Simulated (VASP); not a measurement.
Wanted: the native input for a VASP 6.6.1 run.

| Quantity | Value |
| --- | --- |
| Task | single point |
| Functional | PBE |
| Potentials or basis | VASP PAW PBE potentials, release 64 (Ni, Pt) |
| Cutoff | 520 eV |
| k mesh | 6 × 6 × 1 |
| Occupations | gaussian, width 0.1 eV |
| Spin | collinear spin, ferromagnetic start |
| Starting moments | [2.0, 2.0, 0.0, 0.0, 0.0, 0.0, 0.0, 0.0, 0.0, 0.0] μB |
| Dipole correction | no |
| Further INCAR settings | ALGO = Normal; EDIFF = 1e-07; NBANDS = 65 |

The structure of NiPt4 lies in POSCAR:

```
NiPt4
1.0
    2.7961615400      0.0000000000      0.0000000000
   -1.3980807700      2.4215469300      0.0000000000
    0.0000000000      0.0000000000     21.9916470200
Ni Pt
2 8
Direct
    0.3333333300      0.6666666700      0.2500000000
    0.6666666700      0.3333333300      0.7500000000
    0.3333333300      0.6666666700      0.8500000000
    0.3333333300      0.6666666700      0.0500000000
    0.3333333300      0.6666666700      0.4500000000
    0.3333333300      0.6666666700      0.6500000000
    0.6666666700      0.3333333300      0.9500000000
    0.6666666700      0.3333333300      0.1500000000
    0.6666666700      0.3333333300      0.3500000000
    0.6666666700      0.3333333300      0.5500000000
```

The input as run:

INCAR

```
ALGO = Normal
EDIFF = 1E-7
ENCUT = 520
GGA = PE
ISIF = 2
ISMEAR = 0
ISPIN = 2
LASPH = T
LCHARG = F
LMAXMIX = 4
LORBIT = 11
LREAL = F
LWAVE = F
MAGMOM = 2 2 0 0 0 0 0 0 0 0
NBANDS = 65
NELM = 150
PREC = Accurate
SIGMA = 0.1
```

KPOINTS

```
k-points
0
Gamma
  6 6 1
```

Potentials or basis: VASP PAW PBE potentials, release 64 (Ni, Pt).

The run is started by

```console
$ cat potpaw_PBE.64/Ni/POTCAR potpaw_PBE.64/Pt/POTCAR > POTCAR
$ mpirun -np 1 vasp_std > vasp.out
```

It gave:

```json
{
  "Pressure": "2.9 GPa",
  "Largest force": "1.859 eV/Å",
  "Net moment": "3.13 μB per cell",
  "Site moments": "Ni +0.85; Pt +0.19, +0.18 μB",
  "Valence electrons inside the program's atomic spheres": "Ni 8.99; Pt 9.25, 9.34"
}
```

Caveat: the k points lie up to 0.43 Å⁻¹ apart; forces of over 1 eV/Å act on the atoms, so gaps and moduli don't describe the material at rest.

It took 3.7 min on 1 thread of Intel(R) Xeon(R) 6975P-C (Granite Rapids), on a shared host, peak memory 0.42 GiB.
